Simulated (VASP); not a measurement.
# Au in VASP: settings compared

Aim: see how the results for Au move with the level of theory and the settings. Levels: HSE06, PBEsol, r2SCAN50. Tasks: single point.

Everything below comes from runs of VASP 6.6.1. Logs are shortened: lines on timing, memory, paths and dates and some standing lists are left out, and cuts for length are marked.

## Step 1: The cell of the first run

The structure is cubic, space group Fm-3m (No. 225). Conventional cell: a = 4.070 Å, b = 4.070 Å, c = 4.070 Å, α = 90.00°, β = 90.00°, γ = 90.00°. Au (site symmetry m-3m) has 12 Au at 2.88 Å within 3.8 Å.

## Step 2: Single point, HSE06, non-collinear spin, zero start, spin-orbit coupling

The input, POSCAR:

```
Au
1.0
    0.0000000000      2.0350000000      2.0350000000
    2.0350000000      0.0000000000      2.0350000000
    2.0350000000      2.0350000000      0.0000000000
Au
1
Direct
    0.0000000000      0.0000000000      0.0000000000
```

The input, INCAR.step1:

```
SYSTEM = Au
  ALGO = Normal
  EDIFF = 1E-5
  ENCUT = 520
  GGA = PE
  GGA_COMPAT = .False.
  ISIF = 2
  ISMEAR = -1
  LASPH = .True.
  LCHARG = .False.
  LMAXMIX = 4
  LORBIT = 11
  LORBMOM = .True.
  LREAL = .False.
  LSORBIT = .True.
  LWAVE = .True.
  MAGMOM = 0 0 0
  NBANDS = 22
  NELM = 150
  PREC = Accurate
  SIGMA = 0.05
```

The input, INCAR.step2:

```
SYSTEM = Au
  ALGO = Normal
  EDIFF = 1E-6
  ENCUT = 520
  GGA = PE
  GGA_COMPAT = .False.
  HFSCREEN = 0.2079
  ISIF = 2
  ISMEAR = -1
  ISTART = 1
  LASPH = .True.
  LCHARG = .False.
  LHFCALC = .True.
  LMAXMIX = 4
  LORBIT = 11
  LORBMOM = .True.
  LREAL = .False.
  LSORBIT = .True.
  LWAVE = .False.
  MAGMOM = 0 0 0
  NBANDS = 22
  NELM = 150
  PREC = Accurate
  PRECFOCK = Normal
  SIGMA = 0.05
```

The input, KPOINTS:

```
k-points
0
Gamma
  6 6 6
  0 0 0
```

Potentials or basis: VASP PAW PBE potentials, release 64 (Au).

Launch:

```console
cat potpaw_PBE.64/Au/POTCAR > POTCAR
cp INCAR.step1 INCAR
mpirun -np 1 vasp_ncl > vasp.out
cp INCAR.step2 INCAR
mpirun -np 1 vasp_ncl > vasp.out
```

OUTCAR:

```text
SYSTEM = Au
   EDIFF = 1E-6
   ENCUT = 520
   GGA = PE
   HFSCREEN = 0.2079
   ISIF = 2
   ISMEAR = -1
   ISTART = 1
   LASPH = .True.
   LHFCALC = .True.
   LORBIT = 11
   LREAL = .False.
   LSORBIT = .True.
   NELM = 150
   PREC = Accurate
   PRECFOCK = Normal

 ion  position               nearest neighbor table
   1  0.000  0.000  0.000-

  LATTYP: Found a face centered cubic cell.
 ALAT       =     4.0700000000

  Lattice vectors:

 A1 = (   0.0000000000,   2.0350000000,   2.0350000000)
 A2 = (   2.0350000000,   0.0000000000,   2.0350000000)
 A3 = (   2.0350000000,   2.0350000000,   0.0000000000)

Analysis of symmetry for initial positions (statically):
=====================================================================
 Subroutine PRICEL returns:
 Original cell was already a primitive cell.

 Routine SETGRP: Setting up the symmetry group for a
 face centered cubic supercell.

 Subroutine GETGRP returns: Found 48 space group operations
 (whereof 48 operations were pure point group operations)
 out of a pool of 48 trial point group operations.

The static configuration has the point symmetry O_h .

Analysis of symmetry for dynamics (positions and initial velocities):
=====================================================================
 Subroutine PRICEL returns:
 Original cell was already a primitive cell.

 Routine SETGRP: Setting up the symmetry group for a
 face centered cubic supercell.

 Subroutine GETGRP returns: Found 48 space group operations
 (whereof 48 operations were pure point group operations)
 out of a pool of 48 trial point group operations.

The dynamic configuration has the point symmetry O_h .

Analysis of structural, dynamic, and magnetic symmetry:
=====================================================================
 Subroutine PRICEL returns:
 Original cell was already a primitive cell.

 Routine SETGRP: Setting up the symmetry group for a
 face centered cubic supercell.

 Subroutine GETGRP returns: Found 48 space group operations
 (whereof 48 operations were pure point group operations)
 out of a pool of 48 trial point group operations.

The overall configuration has the point symmetry O_h .

 Subroutine INISYM returns: Found 48 space group operations
 (whereof 48 operations are pure point group operations),
 and found     1 'primitive' translations

----------------------------------------------------------------------------------------

                                     Primitive cell

  volume of cell :      16.8548

  direct lattice vectors                    reciprocal lattice vectors
     0.000000000  2.035000000  2.035000000    -0.245700246  0.245700246  0.245700246
     2.035000000  0.000000000  2.035000000     0.245700246 -0.245700246  0.245700246
     2.035000000  2.035000000  0.000000000     0.245700246  0.245700246 -0.245700246

  length of vectors
     2.877924599  2.877924599  2.877924599     0.425565309  0.425565309  0.425565309

  position of ions in fractional coordinates (direct lattice)
     0.000000000  0.000000000  0.000000000

  ion indices of the primitive-cell ions
   primitive index   ion index
                 1           1

----------------------------------------------------------------------------------------

 KPOINTS: k-points

Automatic generation of k-mesh.
 Grid dimensions read from file:
 generate k-points for:    6    6    6

 Generating k-lattice:

  Cartesian coordinates                     Fractional coordinates (reciprocal lattice)
    -0.040950041  0.040950041  0.040950041     0.166666667  0.000000000  0.000000000
     0.040950041 -0.040950041  0.040950041     0.000000000  0.166666667  0.000000000
     0.040950041  0.040950041 -0.040950041     0.000000000  0.000000000  0.166666667

  Length of vectors
     0.070927551  0.070927551  0.070927551

  Shift w.r.t. Gamma in fractional coordinates (k-lattice)
     0.000000000  0.000000000  0.000000000

 Subroutine IBZKPT returns following result:
 ===========================================

 Found     16 irreducible k-points:

 Following reciprocal coordinates:
            Coordinates               Weight
  0.000000  0.000000  0.000000      1.000000
  0.166667  0.000000  0.000000      8.000000
  0.333333  0.000000  0.000000      8.000000
  0.500000  0.000000  0.000000      4.000000
  0.166667  0.166667  0.000000      6.000000
  0.333333  0.166667  0.000000     24.000000
[... 8 lines left out ...]
 -0.333333  0.333333  0.166667     24.000000
 -0.333333  0.500000  0.166667     12.000000
   k-points           NKPTS =     16   k-points in BZ     NKDIM =    216   number of bands    NBANDS=     22
   number of dos      NEDOS =    301   number of ions     NIONS =      1
   total plane-waves  NPLWV =  13824
   dimension x,y,z NGX =    24 NGY =   24 NGZ =   24
   dimension x,y,z NGXF=    48 NGYF=   48 NGZF=   48
   ions per type =               1
   NGX,Y,Z   is equivalent  to a cutoff of  13.86, 13.86, 13.86 a.u.
   NGXF,Y,Z  is equivalent  to a cutoff of  27.73, 27.73, 27.73 a.u.
 SYSTEM =  Au
   PREC   = accura    normal or accurate (medium, high low for compatibility)
   ISTART =      1    job   : 0-new  1-cont  2-samecut
   ICHARG =      0    charge: 1-file 2-atom 10-const
   ISPIN  =      1    spin polarized calculation?
   LNONCOLLINEAR =      T non collinear calculations
   LSORBIT =      T    spin-orbit coupling
   LASPH  =      T    aspherical Exc in radial PAW
   ENCUT  =  520.0 eV  38.22 Ry    6.18 a.u.   5.35  5.35  5.35*2*pi/ulx,y,z
   NELM   =    150;   NELMIN=  2; NELMDL=  0     # of ELM steps
   EDIFF  = 0.1E-05   stopping-criterion for ELM
   LREAL  =      F    real-space projection
   EDIFFG = 0.1E-04   stopping-criterion for IOM
   NSW    =      0    number of steps for IOM
   IBRION =     -1    ionic relax: 0-MD 1-quasi-New 2-CG
   NFREE  =      0    steps in history (QN), initial steepest desc. (CG)
   ISIF   =      2    stress and relaxation
   ISYM   =      3    0-nonsym 1-usesym 2-fastsym
   POTIM  = 0.5000    time-step for ionic-motion
   TEBEG  =    0.0;   TEEND  =   0.0 temperature during run
   PSTRESS=    0.0 pullay stress
   NELECT =      11.0000    total number of electrons
   NUPDOWN=      -1.0000    fix difference up-down
   EMIN   =  10.00;   EMAX   =-10.00  energy-range for DOS
   EFERMI =   0.00;   METHOD = LEGACY
   ISMEAR =    -1;   SIGMA  =   0.05  broadening in eV -4-tet -1-fermi 0-gaus
   EFERMI_NEDOS =   21; number of points for ismear=-14 and -15
   IALGO  =     38    algorithm
   IMIX   =      1    mixing-type and parameters
     AMIX     =   0.40;   BMIX     =  1.00
     AMIX_MAG =   1.60;   BMIX_MAG =  1.00
  volume/ion in A,a.u.               =      16.85       113.74
  Fermi-wavevector in a.u.,A,eV,Ry     =   1.420032  2.683470 27.436005  2.016489
  Thomas-Fermi vector in A             =   2.540990
   LORBIT       =     11    0 simple, 1 ext, 2 COOP (PROOUT), +10 PAW based schemes
   GGA     = PE    functional components
   LHFCALC =     T    Hartree Fock is set to
   PRECFOCK=normal    Normal, Fast or Accurate (Low or Medium for compatibility)
   ENCUT4O =  -1.0   cutoff for four orbital integrals eV
   NKREDX  =     1    reduce k-point grid by
   NKREDY  =     1    reduce k-point grid by
   NKREDZ  =     1    reduce k-point grid by
   AEXX    =    0.2500 exact exchange contribution
   HFSCREEN=    0.2079 screening length (either q_TF or 0.3 A-1)
   HFSCREENC=   0.2079 screening length for correlation (either q_TF or 0.3 A-1)
   ENCUTFOCK=  -1.0 apply spherical cutoff to Coloumb kernel
   IVDW    =     0    specifies the selected vdW correction
   LEPSILON=     F    determine dielectric tensor
   LRPA    =     F    only Hartree local field effects (RPA)
  energy-cutoff  :      520.00
  volume of cell :       16.85
 maximum number of plane-waves:       928
 NGX is ok and might be reduce to    24
  NGX = 18; NGY = 18; NGZ = 18

 number of electron      10.9999999 magnetization      -0.0000000     -0.0000000     -0.0000000

 number of electron      10.9999999 magnetization       0.0000000      0.0000000      0.0000000

 Free energy of the ion-electron system (eV)
  ---------------------------------------------------
  ext. energy  EPLUGINS =         0.00000000
  ---------------------------------------------------
  free energy    TOTEN  =        -3.60027668 eV

  energy without entropy =       -3.59285361  energy(sigma->0) =       -3.59656515

 E-fermi :   9.2396     XC(G=0): -10.4250

 val. band max:        9.2138900965   @ k =   0.5000   0.3333   0.1667
 cond. band min:      10.0514408480   @ k =   0.5000   0.1667   0.0000
 fundamental gap:      0.8375507515
 Fermi energy:         9.2396156254

 k-point     1 :       0.0000    0.0000    0.0000
  band No.  band energies     occupation
      1      -1.6035      1.00000
      2      -1.6035      1.00000
      3       2.8107      1.00000
      4       2.8107      1.00000
      5       2.8107      1.00000
      6       2.8107      1.00000
[... 14 lines left out ...]
     21      34.0343      0.00000
     22      34.0343      0.00000

 k-point     2 :       0.1667    0.0000    0.0000
  band No.  band energies     occupation
      1      -0.5831      1.00000
      2      -0.5831      1.00000
      3       2.8351      1.00000
      4       2.8351      1.00000
      5       2.9157      1.00000
      6       2.9157      1.00000
[... 14 lines left out ...]
     21      33.0722      0.00000
     22      33.0722      0.00000
[... 323 lines left out ...]
     21      34.0899      0.00000
     22      34.0899      0.00000

 k-point    16 :      -0.3333    0.5000    0.1667
  band No.  band energies     occupation
      1       1.5875      1.00000
      2       1.5875      1.00000
      3       1.8850      1.00000
      4       1.8850      1.00000
      5       4.2792      1.00000
      6       4.2792      1.00000
[... 14 lines left out ...]
     21      32.4936      0.00000
     22      32.4936      0.00000

------------------------ aborting loop because EDIFF is reached ----------------------------------------

  FORCE on cell =-STRESS in cart. coord.  units (eV):
  Direction    XX          YY          ZZ          XY          YZ          ZX
  --------------------------------------------------------------------------------------
  -------------------------------------------------------------------------------------
  Total        0.7608780      0.7608780      0.7608780      0.0000000      0.0000000     -0.0000000
  in kB       72.3273174     72.3273174     72.3273174      0.0000000      0.0000000     -0.0000000
  external PRESSURE =      72.3273174 kB  Pullay stress =       0.0000000 kB

 VOLUME and BASIS-vectors are now :
 -----------------------------------------------------------------------------
  energy-cutoff  :      520.00
  volume of cell :       16.85
      direct lattice vectors                 reciprocal lattice vectors
     0.000000000  2.035000000  2.035000000    -0.245700246  0.245700246  0.245700246
     2.035000000  0.000000000  2.035000000     0.245700246 -0.245700246  0.245700246
     2.035000000  2.035000000  0.000000000     0.245700246  0.245700246 -0.245700246

 POSITION                                       TOTAL-FORCE (eV/Angst)
 -----------------------------------------------------------------------------------
      0.00000      0.00000      0.00000        -0.000000      0.000000      0.000000
 -----------------------------------------------------------------------------------
    total drift:                               -0.000001     -0.000001     -0.000001

  FREE ENERGIE OF THE ION-ELECTRON SYSTEM (eV)
  ---------------------------------------------------
  free  energy   TOTEN  =        -3.6002766817 eV

  energy  without entropy=       -3.5928536093  energy(sigma->0) =       -3.59656515

 orbital moment (x)

 # of ion     p       d       tot
 ----------------------------------------
  1        -0.000   0.000   0.000
 ----------------------------------------
           -0.000   0.000   0.000

 orbital moment (y)

 # of ion     p       d       tot
 ----------------------------------------
  1        -0.000   0.000  -0.000
 ----------------------------------------
           -0.000   0.000  -0.000

 orbital moment (z)

 # of ion     p       d       tot
 ----------------------------------------
  1        -0.000  -0.000  -0.000
 ----------------------------------------
           -0.000  -0.000  -0.000

 Spin-Orbit-Coupling matrix elements

 Ion:    1  E_soc:     -0.5608584
 l=   1
     0.0000000    -0.0231104    -0.0231104
    -0.0231104     0.0000000    -0.0231104
    -0.0231104    -0.0231104     0.0000000
 l=   2
     0.0000000    -0.0154034     0.0000000    -0.0154034    -0.0549626
    -0.0154034     0.0000000    -0.0412219    -0.0154034    -0.0137406
     0.0000000    -0.0412219     0.0000000    -0.0412219     0.0000000
    -0.0154034    -0.0154034    -0.0412219     0.0000000    -0.0137406
    -0.0549626    -0.0137406     0.0000000    -0.0137406     0.0000000
 l=   3
     0.0000000     0.0000000     0.0000000     0.0000000     0.0000000     0.0000000     0.0000000
     0.0000000     0.0000000     0.0000000     0.0000000     0.0000000     0.0000000     0.0000000
     0.0000000     0.0000000     0.0000000     0.0000000     0.0000000     0.0000000     0.0000000
     0.0000000     0.0000000     0.0000000     0.0000000     0.0000000     0.0000000     0.0000000
     0.0000000     0.0000000     0.0000000     0.0000000     0.0000000     0.0000000     0.0000000
     0.0000000     0.0000000     0.0000000     0.0000000     0.0000000     0.0000000     0.0000000
     0.0000000     0.0000000     0.0000000     0.0000000     0.0000000     0.0000000     0.0000000

 total charge

# of ion       s       p       d       tot
------------------------------------------
    1        0.548   0.353   8.827   9.728

 magnetization (x)

# of ion       s       p       d       tot
------------------------------------------
    1        0.000  -0.000  -0.000  -0.000

 magnetization (y)

# of ion       s       p       d       tot
------------------------------------------
    1        0.000  -0.000  -0.000  -0.000

 magnetization (z)

# of ion       s       p       d       tot
------------------------------------------
    1       -0.000  -0.000   0.000   0.000
```

Wall time 87 min (1 thread of Intel Xeon 8259CL, shared host); peak memory 0.31 GiB.

Results:

```yaml
Free_energy: -3.6003 eV
Pressure: 7.2 GPa
Net_moment: 0.00 μB per cell
Valence_electrons_inside_the_program's_atomic_spheres: Au 9.73
```

Moments on the atoms (μB; x, y, z):
```
Au  0.00 0.00 0.00
```

Caveat: the k points lie up to 0.45 Å⁻¹ apart; the PAW data sets were made with another functional, which shifts forces and pressure a little.

## Step 3: Single point, PBEsol (16.18 Å³/atom)

This run uses another cell than the first one, of 16.18 Å³/atom.

The input, INCAR:

```
SYSTEM = Au
ALGO     = Fast           ! electronic algorithm
EDIFF    = 1E-7           ! SCF threshold, eV
ENCUT    = 520            ! plane-wave cutoff, eV
GGA      = PS             ! functional
ISIF     = 2              ! what is computed and relaxed
ISMEAR   = -1             ! smearing method
LASPH    = .True.         ! aspherical terms in the spheres
LCHARG   = .True.         ! write CHGCAR
LELF     = .True.         ! ELF
LREAL    = .False.        ! projectors in reciprocal space
LVHAR    = .True.       
LWAVE    = .False.        ! write WAVECAR
NBANDS   = 12             ! bands
NELM     = 60             ! most SCF steps
PREC     = Accurate       ! precision mode
SIGMA    = 0.05           ! smearing width, eV
```

The input, KPOINTS:

```
k-points
0
Gamma
  11 11 11
  0 0 0
```

The input, POSCAR:

```
Au
1.0
    0.0000000000      2.0074966285      2.0074966285
    2.0074966285      0.0000000000      2.0074966285
    2.0074966285      2.0074966285      0.0000000000
Au
1
Direct
    0.0000000000      0.0000000000      0.0000000000
```

Potentials or basis: VASP PAW PBE potentials, release 64 (Au).

Launch:

```console
cat potpaw_PBE.64/Au/POTCAR > POTCAR
mpirun -np 1 vasp_std > vasp.out
```

Wall time 23 s (1 thread of Intel Xeon 8259CL, shared host); peak memory 0.14 GiB.

Results (log left out):

```
Free energy            : -3.9090 eV
Pressure               : 9.8 GPa
Band gap on the k mesh : zero (an odd number of electrons rules out a gap without spin polarisation)
```

Levels at points of the mesh, in eV from the Fermi level:
```
           k point  band 4  band 5  band 6  band 7  band 8  band 9
(0.00, 0.00, 0.00)   -4.94   -3.26   -3.26   14.45   18.74   18.74
```

Caveat: the cell stands under pressure; the PAW data sets were made with another functional, which shifts forces and pressure a little; spin-orbit coupling is left out, which moves the levels of the heavy elements.

[end of part 1 of 2]
